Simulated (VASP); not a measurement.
# GeSb2Te4 (R3m) in VASP: single point with PBEsol

Aim: the single point of GeSb2Te4 with PBEsol.

All numbers are computed with VASP 6.6.1; they aren't measurements. Logs are shortened: lines on timing, memory, paths and dates and some standing lists are left out, and cuts for length are marked.

## 1. The cell of the first run

It takes space group R3m (No. 160, trigonal). The conventional cell has a = 4.309 Å, b = 4.309 Å, c = 41.691 Å, α = 90.00°, β = 90.00°, γ = 120.00°. Within 3.8 Å of Ge (site symmetry 3m) lie 6 Te at 2.86 to 3.32 Å. Sb (site symmetry 3m) has 6 Te at 3.02 to 3.21 Å within 4.0 Å. Sb (site symmetry 3m) has 6 Te at 3.03 to 3.16 Å within 4.0 Å. Te (site symmetry 3m) has 3 Ge at 2.86 Å and 3 Te at 3.80 Å within 3.9 Å. Within 4.0 Å of Te (site symmetry 3m) lie 3 Sb at 3.02 Å and 3 Te at 3.80 Å. Te (site symmetry 3m) has 6 Sb at 3.16 to 3.21 Å and 12 Te at 4.31 to 4.48 Å within 4.5 Å. Within 4.0 Å of Te (site symmetry 3m) lie 3 Sb at 3.03 Å and 3 Ge at 3.32 Å.

## 2. Single point, PBEsol

INCAR reads:

```
  PREC = Accurate
  ENCUT = 520
  EDIFF = 1E-7
  ISMEAR = 0
  SIGMA = 0.1
  LREAL = False
  LASPH = True
  NELM = 80
  ALGO = Normal
  ISIF = 2
  LWAVE = False
  LCHARG = True
  GGA = PS
  LELF = True
  LVHAR = True
  NBANDS = 33
```

KPOINTS reads:

```
regular mesh
0
Gamma
  6 6 6
```

POSCAR reads:

```
GeSb2Te4
1.0
    2.1547300800      1.2440339900     13.8970814100
   -2.1547300800      1.2440339900     13.8970814100
    0.0000000000     -2.4880679800     13.8970814100
Ge Sb Te
1 2 4
Direct
    0.5704570000      0.5704570000      0.5704570000
    0.4265280000      0.4265280000      0.4265280000
    0.9979880000      0.9979880000      0.9979880000
    0.8697700000      0.8697700000      0.8697700000
    0.1341650000      0.1341650000      0.1341650000
    0.7113700000      0.7113700000      0.7113700000
    0.2897210000      0.2897210000      0.2897210000
```

Potentials or basis: VASP PAW PBE potentials, release 64 (Ge_d, Sb, Te).

Command:

```bash
$ cat potpaw_PBE.64/Ge_d/POTCAR potpaw_PBE.64/Sb/POTCAR potpaw_PBE.64/Te/POTCAR > POTCAR
$ mpirun -np 1 vasp_std > vasp.out
```

OUTCAR:

```text
PREC = Accurate
   ENCUT = 520
   EDIFF = 1E-7
   ISMEAR = 0
   LREAL = False
   LASPH = True
   NELM = 80
   ISIF = 2
   GGA = PS

 ion  position               nearest neighbor table
   1  0.570  0.570  0.570-   4 2.86   4 2.86   4 2.86
   2  0.427  0.427  0.427-   5 3.02   5 3.02   5 3.02   6 3.21   6 3.21   6 3.21
   3  0.998  0.998  0.998-   7 3.03   7 3.03   7 3.03   6 3.16   6 3.16   6 3.16
   4  0.870  0.870  0.870-   1 2.86   1 2.86   1 2.86
   5  0.134  0.134  0.134-   2 3.02   2 3.02   2 3.02
   6  0.711  0.711  0.711-   3 3.16   3 3.16   3 3.16   2 3.21   2 3.21   2 3.21
   7  0.290  0.290  0.290-   3 3.03   3 3.03   3 3.03

  LATTYP: Found a trigonal (rhomboedric) cell.
 ALAT       =    14.1180506446
 COS(alpha) =     0.9534128361

  Lattice vectors:

 A1 = (   2.1547300800,   1.2440339900,  13.8970814100)
 A2 = (  -2.1547300800,   1.2440339900,  13.8970814100)
 A3 = (   0.0000000000,  -2.4880679800,  13.8970814100)

Analysis of symmetry for initial positions (statically):
=====================================================================
 Subroutine PRICEL returns:
 Original cell was already a primitive cell.

 Routine SETGRP: Setting up the symmetry group for a
 trigonal (rhombohedral) supercell.

 Subroutine GETGRP returns: Found  6 space group operations
 (whereof  6 operations were pure point group operations)
 out of a pool of 12 trial point group operations.

The static configuration has the point symmetry C_3v.

Analysis of symmetry for dynamics (positions and initial velocities):
=====================================================================
 Subroutine PRICEL returns:
 Original cell was already a primitive cell.

 Routine SETGRP: Setting up the symmetry group for a
 trigonal (rhombohedral) supercell.

 Subroutine GETGRP returns: Found  6 space group operations
 (whereof  6 operations were pure point group operations)
 out of a pool of 12 trial point group operations.

The dynamic configuration has the point symmetry C_3v.

 Subroutine INISYM returns: Found  6 space group operations
 (whereof  6 operations are pure point group operations),
 and found     1 'primitive' translations

----------------------------------------------------------------------------------------

                                     Primitive cell

  volume of cell :     223.5116
[... 96 lines left out ...]
   LASPH  =      T    aspherical Exc in radial PAW
   ENCUT  =  520.0 eV  38.22 Ry    6.18 a.u.  26.25 26.25 26.25*2*pi/ulx,y,z
   NELM   =     80;   NELMIN=  2; NELMDL= -5     # of ELM steps
   EDIFF  = 0.1E-06   stopping-criterion for ELM
   LREAL  =      F    real-space projection
   EDIFFG = 0.1E-05   stopping-criterion for IOM
   NSW    =      0    number of steps for IOM
   IBRION =     -1    ionic relax: 0-MD 1-quasi-New 2-CG
   NFREE  =      0    steps in history (QN), initial steepest desc. (CG)
   ISIF   =      2    stress and relaxation
   ISYM   =      2    0-nonsym 1-usesym 2-fastsym
   POTIM  = 0.5000    time-step for ionic-motion
   TEBEG  =    0.0;   TEEND  =   0.0 temperature during run
   PSTRESS=    0.0 pullay stress
   NELECT =      48.0000    total number of electrons
   NUPDOWN=      -1.0000    fix difference up-down
   EMIN   =  10.00;   EMAX   =-10.00  energy-range for DOS
   EFERMI =   0.00;   METHOD = LEGACY
   ISMEAR =     0;   SIGMA  =   0.10  broadening in eV -4-tet -1-fermi 0-gaus
   EFERMI_NEDOS =   21; number of points for ismear=-14 and -15
   IALGO  =     38    algorithm
   IMIX   =      4    mixing-type and parameters
     AMIX     =   0.40;   BMIX     =  1.00
     AMIX_MAG =   1.60;   BMIX_MAG =  1.00
  volume/ion in A,a.u.               =      31.93       215.48
  Fermi-wavevector in a.u.,A,eV,Ry     =   0.980367  1.852625 13.076818  0.961119
  Thomas-Fermi vector in A             =   2.111291
   LORBIT       =      0    0 simple, 1 ext, 2 COOP (PROOUT), +10 PAW based schemes
   GGA     = PS    functional components
   LHFCALC =     F    Hartree Fock is set to
   AEXX    =    0.0000 exact exchange contribution
   IVDW    =     0    specifies the selected vdW correction
   LEPSILON=     F    determine dielectric tensor
   LRPA    =     F    only Hartree local field effects (RPA)
 non-spin polarized calculation
 Gauss-broadening in eV      SIGMA  =   0.10
  energy-cutoff  :      520.00
  volume of cell :      223.51
 maximum number of plane-waves:      6040
 NGX is ok and might be reduce to   108
   NGX = 53   NGY = 53   NGZ = 53

 number of electron      47.9999998 magnetization

 Free energy of the ion-electron system (eV)
  ---------------------------------------------------
  ext. energy  EPLUGINS =         0.00000000
  ---------------------------------------------------
  free energy    TOTEN  =       -28.80622193 eV

  energy without entropy =      -28.80598135  energy(sigma->0) =      -28.80610164

 E-fermi :   5.9454     XC(G=0):  -9.3805

 val. band max:        5.7807172812   @ k =   0.3333   0.1667   0.1667
 cond. band min:       6.0924777677   @ k =   0.5000   0.5000  -0.0000
 fundamental gap:      0.3117604865
 Fermi energy:         5.9454155221

 k-point     1 :       0.0000    0.0000    0.0000
  band No.  band energies     occupation
      1     -18.8010      2.00000
      2     -18.8010      2.00000
      3     -18.7923      2.00000
      4     -18.7923      2.00000
      5     -18.7900      2.00000
      6      -7.2997      2.00000
[... 853 lines left out ...]
     32       9.5152      0.00000
     33       9.8161      0.00000

 [... further k-points ...]
[... 5 lines left out ...]
  --------------------------------------------------------------------------------------
  -------------------------------------------------------------------------------------
  Total       -3.2752011     -3.2752011     -2.9311738      0.0000000      0.0000000      0.0000000
  in kB      -23.4773230    -23.4773230    -21.0112642      0.0000000      0.0000000      0.0000000
  external PRESSURE =     -22.6553034 kB  Pullay stress =       0.0000000 kB

 VOLUME and BASIS-vectors are now :
 -----------------------------------------------------------------------------
  energy-cutoff  :      520.00
  volume of cell :      223.51
      direct lattice vectors                 reciprocal lattice vectors
     2.154730080  1.244033990 13.897081410     0.232047626  0.133972760  0.023985852
    -2.154730080  1.244033990 13.897081410    -0.232047626  0.133972760  0.023985852
     0.000000000 -2.488067980 13.897081410     0.000000000 -0.267945519  0.023985852

 POSITION                                       TOTAL-FORCE (eV/Angst)
 -----------------------------------------------------------------------------------
      0.00000      0.00000     23.78306         0.000000      0.000000     -0.057644
      0.00000      0.00000     17.78248         0.000000     -0.000000      0.047881
      0.00000      0.00000     41.60736         0.000000      0.000000     -0.062742
      0.00000      0.00000     36.26179         0.000000     -0.000000      0.154744
      0.00000      0.00000      5.59351         0.000000     -0.000000     -0.093414
      0.00000      0.00000     29.65790         0.000000     -0.000000      0.013514
      0.00000      0.00000     12.07883         0.000000     -0.000000     -0.002339
 -----------------------------------------------------------------------------------
    total drift:                               -0.000000     -0.000000      0.000497

  FREE ENERGIE OF THE ION-ELECTRON SYSTEM (eV)
  ---------------------------------------------------
  free  energy   TOTEN  =       -28.8062219251 eV

  energy  without entropy=      -28.8059813502  energy(sigma->0) =      -28.80610164
```

OSZICAR:

```text
N       E                     dE             d eps       ncg     rms          rms(c)
DAV:   1     0.350385984740E+03    0.35039E+03   -0.18260E+04  2535   0.164E+03
DAV:   2     0.231912681161E+02   -0.32719E+03   -0.30969E+03  2324   0.425E+02
DAV:   3    -0.261890487984E+02   -0.49380E+02   -0.46900E+02  2629   0.118E+02
DAV:   4    -0.289328258508E+02   -0.27438E+01   -0.27151E+01  2445   0.326E+01
DAV:   5    -0.290267948951E+02   -0.93969E-01   -0.93773E-01  3010   0.628E+00    0.989E+00
DAV:   6    -0.288200624579E+02    0.20673E+00   -0.21311E-01  2791   0.339E+00    0.689E+00
DAV:   7    -0.288313792979E+02   -0.11317E-01   -0.22505E-01  2487   0.295E+00    0.104E+00
DAV:   8    -0.288072651683E+02    0.24114E-01   -0.56446E-02  2442   0.175E+00    0.481E-01
DAV:   9    -0.288063377197E+02    0.92745E-03   -0.16384E-02  2397   0.577E-01    0.385E-01
DAV:  10    -0.288062060267E+02    0.13169E-03   -0.30455E-03  2495   0.217E-01    0.202E-01
DAV:  11    -0.288062333495E+02   -0.27323E-04   -0.36614E-04  2478   0.869E-02    0.913E-02
DAV:  12    -0.288062224129E+02    0.10937E-04   -0.51097E-05  2496   0.439E-02    0.251E-02
DAV:  13    -0.288062220077E+02    0.40519E-06   -0.16836E-05  2521   0.191E-02    0.136E-02
DAV:  14    -0.288062219692E+02    0.38474E-07   -0.27859E-06  2424   0.746E-03    0.118E-02
DAV:  15    -0.288062219251E+02    0.44141E-07   -0.56818E-07  2420   0.323E-03
   1 F= -.28806222E+02 E0= -.28806102E+02  d E =-.240575E-03
```

It took 49 min on 1 thread of Intel Xeon Platinum 8259CL at 2.50GHz (Skylake/Cascade Lake), shared host; peak memory 2 GiB.

Results:

- Free energy: -28.8062 eV
- Pressure: -2.3 GPa
- Largest force: 0.155 eV/Å
- Band gap on the k mesh: 0.31 eV (least direct gap 0.46 eV)

Forces in eV/Å, atoms in the order of the input:
```
Ge   0.000  0.000 -0.058
Sb   0.000  0.000  0.048
Sb   0.000  0.000 -0.063
Te   0.000  0.000  0.155
Te   0.000  0.000 -0.093
Te   0.000  0.000  0.014
Te   0.000  0.000 -0.002
```

Stress tensor (GPa, compression positive):
```
-2.35  0.00  0.00
 0.00 -2.35  0.00
 0.00  0.00 -2.10
```

Caveat: semilocal functionals underestimate gaps, and a narrow one can read as zero; the PAW data sets were made with another functional, which shifts forces and pressure a little; spin-orbit coupling is left out, which moves the levels of the heavy elements. A k mesh can miss the band edges.
